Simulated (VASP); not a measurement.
Runs of VASP 6.6.1 on CuO. The typed cell holds 4 atoms: a = 2.880 Å, b = 2.880 Å, c = 5.176 Å, α = 89.81°, β = 89.81°, γ = 89.22°. 

```tsv
potentials or basis	k mesh	cutoff (eV)	smearing	gap on the mesh (eV)	pressure (GPa)	largest force (eV/Å)
VASP PAW PBE potentials, release 64 (Cu, O)	18 × 18 × 10	520	gaussian 0.1 eV	none	(a)	0.01
VASP PAW PBE potentials, release 64 (Cu_sv_GW, O)	8 × 8 × 4, shifted	820	gaussian 0.1 eV	none	-2.4	0.01
VASP PAW PBE potentials, release 64 (Cu_sv_GW, O)	7 × 7 × 4	820	gaussian 0.05 eV	none	-2.5	0.01
VASP PAW PBE potentials, release 64 (Cu_sv_GW, O)	12 × 12 × 8, shifted	820	gaussian 0.1 eV	none	-2.4	0.01
```

Alike in all rows: task single point; level PBEsol; no spin polarisation; cell as given.

Estimate the missing entries.

(a) -1.5.

Caveats: the PAW data sets were made with another functional, which shifts forces and pressure a little; semilocal functionals often make such compounds metallic where correlation or magnetic order opens a gap, which also shifts bond lengths.

A gap of «none» marks levels without a gap at the run's occupations.

The runs don't all hold the same shells in valence.
